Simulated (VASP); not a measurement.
# NaI3 (P6_3/mcm) in VASP: settings compared, part 2 of 2

VASP 6.6.1.

### 3 Single point, r2SCAN

Contents of POSCAR:

```
NaI3
1.0
    7.1652670000      0.0000000000      0.0000000000
   -3.5826330000      6.2053060000      0.0000000000
    0.0000000000      0.0000000000      6.5317740000
I Na
6 2
Direct
    0.3170500000      0.0000000000      0.2500000000
    0.3170500000      0.3170500000      0.7500000000
    0.0000000000      0.3170500000      0.2500000000
    0.6829500000      0.0000000000      0.7500000000
    0.6829500000      0.6829500000      0.2500000000
    0.0000000000      0.6829500000      0.7500000000
    0.0000000000      0.0000000000      0.0000000000
    0.0000000000      0.0000000000      0.5000000000
```

Contents of INCAR.step1:

```
SYSTEM = NaI3
PREC     = Accurate       ! precision mode
ENCUT    = 520            ! plane-wave cutoff, eV
ISMEAR   = -1             ! smearing method
SIGMA    = 0.0106         ! smearing width, eV
LREAL    = .FALSE.        ! projectors in reciprocal space
LASPH    = .TRUE.         ! aspherical terms in the spheres
NELM     = 100            ! most SCF steps
NBANDS   = 38             ! bands
GGA      = PE             ! functional
ALGO     = Normal         ! electronic algorithm
EDIFF    = 1E-4           ! SCF threshold, eV
LWAVE    = .TRUE.         ! write WAVECAR
LCHARG   = .FALSE.        ! write CHGCAR
```

Contents of INCAR.step2:

```
SYSTEM = NaI3
PREC     = Accurate       ! precision mode
ENCUT    = 520            ! plane-wave cutoff, eV
EDIFF    = 1E-6           ! SCF threshold, eV
ISMEAR   = -1             ! smearing method
SIGMA    = 0.0106         ! smearing width, eV
LREAL    = .FALSE.        ! projectors in reciprocal space
LASPH    = .TRUE.         ! aspherical terms in the spheres
NELM     = 100            ! most SCF steps
ALGO     = Normal         ! electronic algorithm
ISIF     = 2              ! what is computed and relaxed
LWAVE    = .FALSE.        ! write WAVECAR
LCHARG   = .TRUE.         ! write CHGCAR
METAGGA  = R2SCAN         ! meta-GGA
LMIXTAU  = .TRUE.       
LELF     = .TRUE.         ! ELF
LVHAR    = .TRUE.       
NBANDS   = 38             ! bands
ISTART   = 1
```

Contents of KPOINTS:

```
Automatic mesh
0
G
  3 3 3
  0 0 0
```

Potentials or basis: VASP PAW PBE potentials, release 64 (I, Na_pv).

Started as:

```
cat potpaw_PBE.64/I/POTCAR potpaw_PBE.64/Na_pv/POTCAR > POTCAR
cp INCAR.step1 INCAR
mpirun -np 1 vasp_std > vasp.out
cp INCAR.step2 INCAR
mpirun -np 1 vasp_std > vasp.out
```

OUTCAR:

```text
SYSTEM = NaI3
   PREC = Accurate
   ENCUT = 520
   EDIFF = 1E-6
   ISMEAR = -1
   LREAL = .FALSE.
   LASPH = .TRUE.
   NELM = 100
   ISIF = 2
   METAGGA = R2SCAN
   ISTART = 1

 ion  position               nearest neighbor table
   1  0.317  0.000  0.250-   7 2.80   8 2.80
   2  0.317  0.317  0.750-   7 2.80   8 2.80
   3  0.000  0.317  0.250-   7 2.80   8 2.80
   4  0.683  0.000  0.750-   7 2.80   8 2.80
   5  0.683  0.683  0.250-   7 2.80   8 2.80
   6  0.000  0.683  0.750-   7 2.80   8 2.80
   7  0.000  0.000  0.000-   1 2.80   4 2.80   3 2.80   6 2.80   5 2.80   2 2.80
   8  0.000  0.000  0.500-   1 2.80   4 2.80   3 2.80   6 2.80   5 2.80   2 2.80

  LATTYP: Found a hexagonal cell.
 ALAT       =     7.1652670000
 C/A-ratio  =     0.9115883609

  Lattice vectors:

 A1 = (   7.1652670000,   0.0000000000,   0.0000000000)
 A2 = (  -3.5826330000,   6.2053060000,   0.0000000000)
 A3 = (   0.0000000000,   0.0000000000,   6.5317740000)

Analysis of symmetry for initial positions (statically):
=====================================================================
 Subroutine PRICEL returns:
 Original cell was already a primitive cell.

 Routine SETGRP: Setting up the symmetry group for a
 hexagonal supercell.

 Subroutine GETGRP returns: Found 24 space group operations
 (whereof 12 operations were pure point group operations)
 out of a pool of 24 trial point group operations.

The static configuration has the point symmetry D_3d.
 The point group associated with its full space group is D_6h.

Analysis of symmetry for dynamics (positions and initial velocities):
=====================================================================
 Subroutine PRICEL returns:
 Original cell was already a primitive cell.

 Routine SETGRP: Setting up the symmetry group for a
 hexagonal supercell.

 Subroutine GETGRP returns: Found 24 space group operations
 (whereof 12 operations were pure point group operations)
 out of a pool of 24 trial point group operations.

The dynamic configuration has the point symmetry D_3d.
 The point group associated with its full space group is D_6h.

 Subroutine INISYM returns: Found 24 space group operations
 (whereof 12 operations are pure point group operations),
 and found     1 'primitive' translations

----------------------------------------------------------------------------------------

                                     Primitive cell

  volume of cell :     290.4201

  direct lattice vectors                    reciprocal lattice vectors
     7.165267000  0.000000000  0.000000000     0.139562141  0.080576192  0.000000000
    -3.582633000  6.205306000  0.000000000     0.000000000  0.161152407  0.000000000
     0.000000000  0.000000000  6.531774000     0.000000000  0.000000000  0.153097765

  length of vectors
     7.165267000  7.165269134  6.531774000     0.161152455  0.161152407  0.153097765

  position of ions in fractional coordinates (direct lattice)
     0.317050000  0.000000000  0.250000000
     0.317050000  0.317050000  0.750000000
     0.000000000  0.317050000  0.250000000
     0.682950000  0.000000000  0.750000000
     0.682950000  0.682950000  0.250000000
     0.000000000  0.682950000  0.750000000
[... 39 lines left out ...]

 Following reciprocal coordinates:
            Coordinates               Weight
  0.000000  0.000000  0.000000      1.000000
  0.333333 -0.000000  0.000000      6.000000
  0.333333  0.333333  0.000000      2.000000
  0.000000  0.000000  0.333333      2.000000
  0.333333 -0.000000  0.333333     12.000000
  0.333333  0.333333  0.333333      4.000000
   k-points           NKPTS =      6   k-points in BZ     NKDIM =      6   number of bands    NBANDS=     38
   number of dos      NEDOS =    301   number of ions     NIONS =      8
   total plane-waves  NPLWV = 145800
   dimension x,y,z NGX =    54 NGY =   54 NGZ =   50
   dimension x,y,z NGXF=   108 NGYF=  108 NGZF=  100
   ions per type =               6   2
   NGX,Y,Z   is equivalent  to a cutoff of  12.53, 12.53, 12.73 a.u.
   NGXF,Y,Z  is equivalent  to a cutoff of  25.06, 25.06, 25.45 a.u.
 SYSTEM =  NaI3
   PREC   = accura    normal or accurate (medium, high low for compatibility)
   ISTART =      1    job   : 0-new  1-cont  2-samecut
   ICHARG =      0    charge: 1-file 2-atom 10-const
   ISPIN  =      1    spin polarized calculation?
   LNONCOLLINEAR =      F non collinear calculations
   LSORBIT =      F    spin-orbit coupling
   LASPH  =      T    aspherical Exc in radial PAW
   ENCUT  =  520.0 eV  38.22 Ry    6.18 a.u.  13.32 13.32 12.14*2*pi/ulx,y,z
   NELM   =    100;   NELMIN=  2; NELMDL=  0     # of ELM steps
   EDIFF  = 0.1E-05   stopping-criterion for ELM
   LREAL  =      F    real-space projection
   EDIFFG = 0.1E-04   stopping-criterion for IOM
   NSW    =      0    number of steps for IOM
   IBRION =     -1    ionic relax: 0-MD 1-quasi-New 2-CG
   NFREE  =      0    steps in history (QN), initial steepest desc. (CG)
   ISIF   =      2    stress and relaxation
   ISYM   =      2    0-nonsym 1-usesym 2-fastsym
   POTIM  = 0.5000    time-step for ionic-motion
   TEBEG  =    0.0;   TEEND  =   0.0 temperature during run
   PSTRESS=    0.0 pullay stress
   NELECT =      56.0000    total number of electrons
   NUPDOWN=      -1.0000    fix difference up-down
   EMIN   =  10.00;   EMAX   =-10.00  energy-range for DOS
   EFERMI =   0.00;   METHOD = LEGACY
   ISMEAR =    -1;   SIGMA  =   0.01  broadening in eV -4-tet -1-fermi 0-gaus
   EFERMI_NEDOS =   21; number of points for ismear=-14 and -15
   IALGO  =     38    algorithm
   IMIX   =      4    mixing-type and parameters
     AMIX     =   0.40;   BMIX     =  1.00
     AMIX_MAG =   1.60;   BMIX_MAG =  1.00
  volume/ion in A,a.u.               =      36.30       244.98
  Fermi-wavevector in a.u.,A,eV,Ry     =   0.945791  1.787286 12.170697  0.894521
  Thomas-Fermi vector in A             =   2.073727
   LORBIT       =      0    0 simple, 1 ext, 2 COOP (PROOUT), +10 PAW based schemes
   METAGGA = R2SCAN    functional components
   LHFCALC =     F    Hartree Fock is set to
   AEXX    =    0.0000 exact exchange contribution
   IVDW    =     0    specifies the selected vdW correction
   LEPSILON=     F    determine dielectric tensor
   LRPA    =     F    only Hartree local field effects (RPA)
 non-spin polarized calculation
  energy-cutoff  :      520.00
  volume of cell :      290.42
 maximum number of plane-waves:      7822
 NGX is ok and might be reduce to    54
   NGX = 27   NGY = 27   NGZ = 25

 number of electron      56.0000025 magnetization

 Free energy of the ion-electron system (eV)
  ---------------------------------------------------
  ext. energy  EPLUGINS =         0.00000000
  ---------------------------------------------------
  free energy    TOTEN  =      -155.52461314 eV

  energy without entropy =     -155.51913393  energy(sigma->0) =     -155.52187353

 E-fermi :   1.4850     XC(G=0):  -8.4914

 val. band max:        1.4797018102   @ k =   0.0000   0.0000   0.3333
 cond. band min:       1.5338047995   @ k =   0.3333   0.3333   0.3333
 fundamental gap:      0.0541029892
 Fermi energy:         1.4850195189

 k-point     1 :       0.0000    0.0000    0.0000
  band No.  band energies     occupation
      1     -21.5230      2.00000
      2     -21.4655      2.00000
      3     -21.4653      2.00000
      4     -21.4466      2.00000
      5     -21.4463      2.00000
      6     -21.4296      2.00000
[... 235 lines left out ...]
     37       9.4207      0.00000
     38       9.7276      0.00000

------------------------ aborting loop because EDIFF is reached ----------------------------------------

  FORCE on cell =-STRESS in cart. coord.  units (eV):
  Direction    XX          YY          ZZ          XY          YZ          ZX
  --------------------------------------------------------------------------------------
  -------------------------------------------------------------------------------------
  Total        6.6645183      6.6645242      6.9965554      0.0000005      0.0000000     -0.0000000
  in kB       36.7665275     36.7665601     38.5982960      0.0000030      0.0000000     -0.0000000
  external PRESSURE =      37.3771278 kB  Pullay stress =       0.0000000 kB

 VOLUME and BASIS-vectors are now :
 -----------------------------------------------------------------------------
  energy-cutoff  :      520.00
  volume of cell :      290.42
      direct lattice vectors                 reciprocal lattice vectors
     7.165267000  0.000000000  0.000000000     0.139562141  0.080576192  0.000000000
    -3.582633000  6.205306000  0.000000000     0.000000000  0.161152407  0.000000000
     0.000000000  0.000000000  6.531774000     0.000000000  0.000000000  0.153097765

 POSITION                                       TOTAL-FORCE (eV/Angst)
 -----------------------------------------------------------------------------------
      2.27175      0.00000      1.63294         1.327904     -0.000000     -0.000000
      1.13587      1.96739      4.89883         0.663952      1.150000     -0.000000
     -1.13587      1.96739      1.63294        -0.663952      1.150000      0.000000
      4.89352      0.00000      4.89883        -1.327904      0.000000      0.000000
      2.44676      4.23791      1.63294        -0.663952     -1.150000      0.000000
     -2.44676      4.23791      4.89883         0.663952     -1.150000     -0.000000
      0.00000      0.00000      0.00000        -0.000000      0.000000     -0.000000
      0.00000      0.00000      3.26589        -0.000000      0.000000     -0.000000
 -----------------------------------------------------------------------------------
    total drift:                                0.000000     -0.000000      0.000000

  FREE ENERGIE OF THE ION-ELECTRON SYSTEM (eV)
  ---------------------------------------------------
  free  energy   TOTEN  =      -155.5246131369 eV

  energy  without entropy=     -155.5191339306  energy(sigma->0) =     -155.52187353
```

Run time: 5.4 min. Hardware: 1 thread of Intel Xeon 6975P-C, shared host; peak memory 0.41 GiB.

What came out:

* Free energy: -155.5246 eV
* Pressure: 3.7 GPa
* Largest force: 1.328 eV/Å
* Band gap on the k mesh: zero (band 28 reaches 1.86 eV, above the bottom of band 29 at 1.47 eV)

Forces in eV/Å, atoms in the order of the input:
```
I    1.328  0.000  0.000
I    0.664  1.150  0.000
I   -0.664  1.150  0.000
I   -1.328  0.000  0.000
I   -0.664 -1.150  0.000
I    0.664 -1.150  0.000
Na   0.000  0.000  0.000
Na   0.000  0.000  0.000
```

Stress tensor (GPa, compression positive):
```
3.68 0.00 0.00
0.00 3.68 0.00
0.00 0.00 3.86
```

Caveat: the PAW data sets were made with another functional, which shifts forces and pressure a little; spin-orbit coupling is left out, which moves the levels of the heavy elements.
